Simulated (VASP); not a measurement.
# Ge2Sb2Te5 in VASP: further runs

The runs below take Ge2Sb2Te5 through single point, with PBEsol.

All numbers are computed with VASP 6.6.1; they aren't measurements. Logs are shortened: lines on timing, memory, paths and dates and some standing lists are left out, and cuts for length are marked.

## 1. The cell of the first run

The cell holds a slab with vacuum, 9 atoms: a = 4.202 Å, b = 4.202 Å, c = 23.106 Å, α = 90.00°, β = 90.00°, γ = 60.00°.

## 2. Single point, PBEsol (the distance across one plane changed)

INCAR reads:

```
SYSTEM = Ge2Sb2Te5
  PREC = Accurate
  ENCUT = 520
  EDIFF = 1E-6
  ISMEAR = 0
  SIGMA = 0.15
  LREAL = .FALSE.
  LASPH = .TRUE.
  NELM = 60
  ALGO = Normal
  ISIF = 2
  LWAVE = .FALSE.
  LCHARG = .FALSE.
  GGA = PS
  NBANDS = 44
```

KPOINTS reads:

```
Automatic mesh
0
G
  11 11 3
  0 0 0
```

POSCAR reads:

```
Ge2Sb2Te5
1.0
   -4.2017346381      0.0000000000      0.0000000000
   -2.1008673191     -3.6388089366      0.0000000000
    0.0000000000      0.0000000000     23.1060817248
Ge Sb Te
2 2 5
Direct
    1.0000000000      1.0000000000      0.6204746096
    0.0000000000      0.0000000000      0.1198534966
    0.3333333333      0.3333333333      0.4565559569
    0.6666666667      0.6666666667      0.2837721493
    0.0000000000      0.0000000000      0.3701640531
    0.3333333333      0.3333333333      0.2080753330
    0.6666666667      0.6666666667      0.5322527732
    0.3333333333      0.3333333333      0.6816068901
    0.6666666667      0.6666666667      0.0587212161
```

Potentials or basis: VASP PAW PBE potentials, release 64 (Ge_d, Sb, Te).

Launch:

```
> cat potpaw_PBE.64/Ge_d/POTCAR potpaw_PBE.64/Sb/POTCAR potpaw_PBE.64/Te/POTCAR > POTCAR
> mpirun -np 1 vasp_std > vasp.out
```

OUTCAR:

```text
SYSTEM = Ge2Sb2Te5
   PREC = Accurate
   ENCUT = 520
   EDIFF = 1E-6
   ISMEAR = 0
   LREAL = .FALSE.
   LASPH = .TRUE.
   NELM = 60
   ISIF = 2
   GGA = PS

 ion  position               nearest neighbor table
   1  0.000  0.000  0.620-   8 2.81   8 2.81   8 2.81   7 3.17   7 3.17   7 3.17
   2  0.000  0.000  0.120-   9 2.81   9 2.81   9 2.81   6 3.17   6 3.17   6 3.17
   3  0.333  0.333  0.457-   7 2.99   7 2.99   7 2.99   5 3.14   5 3.14   5 3.14
   4  0.667  0.667  0.284-   6 2.99   6 2.99   6 2.99   5 3.14   5 3.14   5 3.14
   5  0.000  0.000  0.370-   3 3.14   4 3.14   4 3.14   3 3.14   3 3.14   4 3.14
   6  0.333  0.333  0.208-   4 2.99   4 2.99   4 2.99   2 3.17   2 3.17   2 3.17
   7  0.667  0.667  0.532-   3 2.99   3 2.99   3 2.99   1 3.17   1 3.17   1 3.17
   8  0.333  0.333  0.682-   1 2.81   1 2.81   1 2.81
   9  0.667  0.667  0.059-   2 2.81   2 2.81   2 2.81

  LATTYP: Found a hexagonal cell.
 ALAT       =     4.2017346382
 C/A-ratio  =     5.4991768197

  Lattice vectors:

 A1 = (   2.1008673191,   3.6388089366,   0.0000000000)
 A2 = (  -4.2017346381,   0.0000000000,   0.0000000000)
 A3 = (   0.0000000000,   0.0000000000,  23.1060817248)

Analysis of symmetry for initial positions (statically):
=====================================================================
 Subroutine PRICEL returns:
 Original cell was already a primitive cell.

 Routine SETGRP: Setting up the symmetry group for a
 hexagonal supercell.

 Subroutine GETGRP returns: Found 12 space group operations
 (whereof  6 operations were pure point group operations)
 out of a pool of 24 trial point group operations.

The static configuration has the point symmetry C_3v.
 The point group associated with its full space group is D_3d.

Analysis of symmetry for dynamics (positions and initial velocities):
=====================================================================
 Subroutine PRICEL returns:
 Original cell was already a primitive cell.

 Routine SETGRP: Setting up the symmetry group for a
 hexagonal supercell.

 Subroutine GETGRP returns: Found 12 space group operations
 (whereof  6 operations were pure point group operations)
 out of a pool of 24 trial point group operations.

The dynamic configuration has the point symmetry C_3v.
 The point group associated with its full space group is D_3d.

 Subroutine INISYM returns: Found 12 space group operations
 (whereof  6 operations are pure point group operations),
 and found     1 'primitive' translations

----------------------------------------------------------------------------------------

                                     Primitive cell

  volume of cell :     353.2760

  direct lattice vectors                    reciprocal lattice vectors
    -4.201734638  0.000000000  0.000000000    -0.237996943  0.137407599  0.000000000
    -2.100867319 -3.638808937  0.000000000     0.000000000 -0.274815198  0.000000000
     0.000000000  0.000000000 23.106081725     0.000000000  0.000000000  0.043278649

  length of vectors
     4.201734638  4.201734638 23.106081725     0.274815198  0.274815198  0.043278649

  position of ions in fractional coordinates (direct lattice)
     0.000000000  0.000000000  0.620474610
     0.000000000  0.000000000  0.119853497
     0.333333333  0.333333333  0.456555957
     0.666666667  0.666666667  0.283772149
     0.000000000  0.000000000  0.370164053
     0.333333333  0.333333333  0.208075333
     0.666666667  0.666666667  0.532252773
     0.333333333  0.333333333  0.681606890
     0.666666667  0.666666667  0.058721216

  ion indices of the primitive-cell ions
   primitive index   ion index
                 1           1
                 2           2
                 3           3
                 4           4
                 5           5
                 6           6
                 7           7
                 8           8
                 9           9

----------------------------------------------------------------------------------------

 KPOINTS: Automatic mesh

Automatic generation of k-mesh.
 Grid dimensions read from file:
 generate k-points for:   11   11    3

 Generating k-lattice:

  Cartesian coordinates                     Fractional coordinates (reciprocal lattice)
    -0.021636086  0.012491600  0.000000000     0.090909091  0.000000000  0.000000000
     0.000000000 -0.024983200  0.000000000     0.000000000  0.090909091  0.000000000
     0.000000000  0.000000000  0.014426216     0.000000000  0.000000000  0.333333333

  Length of vectors
     0.024983200  0.024983200  0.014426216

  Shift w.r.t. Gamma in fractional coordinates (k-lattice)
     0.000000000  0.000000000  0.000000000

 Subroutine IBZKPT returns following result:
 ===========================================

 Found     42 irreducible k-points:

 Following reciprocal coordinates:
            Coordinates               Weight
  0.000000  0.000000  0.000000      1.000000
  0.090909  0.000000  0.000000      6.000000
  0.181818  0.000000  0.000000      6.000000
  0.272727  0.000000  0.000000      6.000000
  0.363636  0.000000  0.000000      6.000000
  0.454545 -0.000000  0.000000      6.000000
[... 16 lines left out ...]
  0.272727  0.272727  0.333333      6.000000
  0.363636  0.000000  0.333333      6.000000
 [... further k-points ...]
   k-points           NKPTS =     42   k-points in BZ     NKDIM =     42   number of bands    NBANDS=     44
   number of dos      NEDOS =    301   number of ions     NIONS =      9
   total plane-waves  NPLWV = 184320
   dimension x,y,z NGX =    32 NGY =   32 NGZ =  180
   dimension x,y,z NGXF=    64 NGYF=   64 NGZF=  360
   ions per type =               2   2   5
   NGX,Y,Z   is equivalent  to a cutoff of  12.66, 12.66, 12.95 a.u.
   NGXF,Y,Z  is equivalent  to a cutoff of  25.32, 25.32, 25.90 a.u.
 SYSTEM =  Ge2Sb2Te5
   PREC   = accura    normal or accurate (medium, high low for compatibility)
   ISTART =      0    job   : 0-new  1-cont  2-samecut
   ICHARG =      2    charge: 1-file 2-atom 10-const
   ISPIN  =      1    spin polarized calculation?
   LNONCOLLINEAR =      F non collinear calculations
   LSORBIT =      F    spin-orbit coupling
   LASPH  =      T    aspherical Exc in radial PAW
   ENCUT  =  520.0 eV  38.22 Ry    6.18 a.u.   7.81  7.81 42.96*2*pi/ulx,y,z
   NELM   =     60;   NELMIN=  2; NELMDL= -5     # of ELM steps
   EDIFF  = 0.1E-05   stopping-criterion for ELM
   LREAL  =      F    real-space projection
   EDIFFG = 0.1E-04   stopping-criterion for IOM
   NSW    =      0    number of steps for IOM
   IBRION =     -1    ionic relax: 0-MD 1-quasi-New 2-CG
   NFREE  =      0    steps in history (QN), initial steepest desc. (CG)
   ISIF   =      2    stress and relaxation
   ISYM   =      2    0-nonsym 1-usesym 2-fastsym
   POTIM  = 0.5000    time-step for ionic-motion
   TEBEG  =    0.0;   TEEND  =   0.0 temperature during run
   PSTRESS=    0.0 pullay stress
   NELECT =      68.0000    total number of electrons
   NUPDOWN=      -1.0000    fix difference up-down
   EMIN   =  10.00;   EMAX   =-10.00  energy-range for DOS
   EFERMI =   0.00;   METHOD = LEGACY
   ISMEAR =     0;   SIGMA  =   0.15  broadening in eV -4-tet -1-fermi 0-gaus
   EFERMI_NEDOS =   21; number of points for ismear=-14 and -15
   IALGO  =     38    algorithm
   IMIX   =      4    mixing-type and parameters
     AMIX     =   0.40;   BMIX     =  1.00
     AMIX_MAG =   1.60;   BMIX_MAG =  1.00
  volume/ion in A,a.u.               =      39.25       264.89
  Fermi-wavevector in a.u.,A,eV,Ry     =   0.945235  1.786235 12.156384  0.893469
  Thomas-Fermi vector in A             =   2.073117
   LORBIT       =      0    0 simple, 1 ext, 2 COOP (PROOUT), +10 PAW based schemes
   GGA     = PS    functional components
   LHFCALC =     F    Hartree Fock is set to
   AEXX    =    0.0000 exact exchange contribution
   IVDW    =     0    specifies the selected vdW correction
   LEPSILON=     F    determine dielectric tensor
   LRPA    =     F    only Hartree local field effects (RPA)
 non-spin polarized calculation
 Gauss-broadening in eV      SIGMA  =   0.15
  energy-cutoff  :      520.00
  volume of cell :      353.28
 maximum number of plane-waves:      9551
   NGX = 15   NGY = 15   NGZ = 85

 number of electron      68.0000010 magnetization

 Free energy of the ion-electron system (eV)
  ---------------------------------------------------
  ext. energy  EPLUGINS =         0.00000000
  ---------------------------------------------------
  free energy    TOTEN  =       -37.25918309 eV

  energy without entropy =      -37.25509359  energy(sigma->0) =      -37.25713834

 E-fermi :   3.6165     XC(G=0):  -7.7026

 val. band max:        3.4518872154   @ k =   0.1818   0.0909   0.0000
 cond. band min:       3.6356459038   @ k =   0.0000   0.0000   0.0000
 fundamental gap:      0.1837586884
 Fermi energy:         3.6165396602

 k-point     1 :       0.0000    0.0000    0.0000
  band No.  band energies     occupation
      1     -21.0310      2.00000
      2     -21.0310      2.00000
      3     -21.0310      2.00000
      4     -21.0310      2.00000
      5     -21.0167      2.00000
      6     -21.0167      2.00000
[... 36 lines left out ...]
     43       5.8195      0.00000
     44       6.0428      0.00000

 k-point     2 :       0.0909    0.0000    0.0000
  band No.  band energies     occupation
      1     -21.0312      2.00000
      2     -21.0312      2.00000
      3     -21.0308      2.00000
      4     -21.0308      2.00000
      5     -21.0169      2.00000
      6     -21.0169      2.00000
[... 36 lines left out ...]
     43       5.9838      0.00000
     44       6.2560      0.00000

 k-point     3 :       0.1818    0.0000    0.0000
  band No.  band energies     occupation
      1     -21.0317      2.00000
      2     -21.0317      2.00000
      3     -21.0302      2.00000
      4     -21.0301      2.00000
      5     -21.0172      2.00000
      6     -21.0172      2.00000
[... 36 lines left out ...]
     43       6.3744      0.00000
     44       6.6146      0.00000

 k-point     4 :       0.2727    0.0000    0.0000
  band No.  band energies     occupation
      1     -21.0324      2.00000
      2     -21.0324      2.00000
      3     -21.0293      2.00000
      4     -21.0293      2.00000
      5     -21.0177      2.00000
      6     -21.0177      2.00000
[... 882 lines left out ...]
     43       6.7061      0.00000
     44       6.8043      0.00000

 k-point    23 :       0.2727    0.2727    0.3333
  band No.  band energies     occupation
      1     -21.0324      2.00000
      2     -21.0324      2.00000
      3     -21.0293      2.00000
      4     -21.0293      2.00000
      5     -21.0177      2.00000
      6     -21.0177      2.00000
[... 36 lines left out ...]
     43       6.7054      0.00000
     44       6.8042      0.00000

 k-point    24 :       0.3636    0.0000    0.3333
  band No.  band energies     occupation
      1     -21.0330      2.00000
      2     -21.0330      2.00000
      3     -21.0286      2.00000
      4     -21.0286      2.00000
      5     -21.0181      2.00000
      6     -21.0181      2.00000
[... 36 lines left out ...]
     43       6.7274      0.00000
     44       7.1132      0.00000

 [... further k-points ...]

------------------------ aborting loop because EDIFF is reached ----------------------------------------

  FORCE on cell =-STRESS in cart. coord.  units (eV):
  Direction    XX          YY          ZZ          XY          YZ          ZX
  --------------------------------------------------------------------------------------
  -------------------------------------------------------------------------------------
  Total       -1.3531396     -1.3531396     -0.1301392     -0.0000000      0.0000000     -0.0000000
  in kB       -6.1367579     -6.1367579     -0.5902075     -0.0000000      0.0000000     -0.0000000
  external PRESSURE =      -4.2879078 kB  Pullay stress =       0.0000000 kB

 VOLUME and BASIS-vectors are now :
 -----------------------------------------------------------------------------
  energy-cutoff  :      520.00
  volume of cell :      353.28
      direct lattice vectors                 reciprocal lattice vectors
    -4.201734638  0.000000000  0.000000000    -0.237996943  0.137407599  0.000000000
    -2.100867319 -3.638808937  0.000000000     0.000000000 -0.274815198  0.000000000
     0.000000000  0.000000000 23.106081725     0.000000000  0.000000000  0.043278649

 POSITION                                       TOTAL-FORCE (eV/Angst)
 -----------------------------------------------------------------------------------
      0.00000      0.00000     14.33674        -0.000000      0.000000      0.057643
      0.00000      0.00000      2.76934         0.000000      0.000000     -0.057643
     -2.10087     -1.21294     10.54922         0.000000     -0.000000     -0.012008
     -4.20173     -2.42587      6.55686        -0.000000      0.000000      0.012008
      0.00000      0.00000      8.55304        -0.000000      0.000000     -0.000000
     -2.10087     -1.21294      4.80781        -0.000000      0.000000     -0.020739
     -4.20173     -2.42587     12.29828        -0.000000     -0.000000      0.020739
     -2.10087     -1.21294     15.74926         0.000000      0.000000     -0.042915
     -4.20173     -2.42587      1.35682        -0.000000     -0.000000      0.042915
 -----------------------------------------------------------------------------------
    total drift:                               -0.000000     -0.000000     -0.000335

  FREE ENERGIE OF THE ION-ELECTRON SYSTEM (eV)
  ---------------------------------------------------
  free  energy   TOTEN  =       -37.2591830868 eV

  energy  without entropy=      -37.2550935906  energy(sigma->0) =      -37.25713834
```

Wall time 30 min (1 thread of Intel Xeon 8259CL, shared host); peak memory 0.84 GiB.

Results:

* Free energy: -37.2592 eV
* Largest force: 0.058 eV/Å
* Band gap on the k mesh: 0.18 eV (least direct gap 0.48 eV)

Forces in eV/Å, atoms in the order of the input:
```
Ge   0.000  0.000  0.058
Ge   0.000  0.000 -0.058
Sb   0.000  0.000 -0.012
Sb   0.000  0.000  0.012
Te   0.000  0.000  0.000
Te   0.000  0.000 -0.021
Te   0.000  0.000  0.021
Te   0.000  0.000 -0.043
Te   0.000  0.000  0.043
```

Levels at points of the mesh, in eV from the valence-band top:
```csv
k point,band 31,band 32,band 33,band 34,band 35,band 36,band 37,band 38
"(0.00, 0.00, 0.00)",-1.14,-0.88,-0.47,-0.38,0.18,0.32,0.32,1.22
```

Caveat: the cell differs from its parent crystal (the distance across one plane changed); there is no dipole correction, which matters where the two faces differ; semilocal functionals underestimate gaps, and a narrow one can read as zero; the PAW data sets were made with another functional, which shifts forces and pressure a little; spin-orbit coupling is left out, which moves the levels of the heavy elements.

[end of part 1 of 2]

The gap in the log of VASP goes by the Fermi energy; the results here count the filled bands.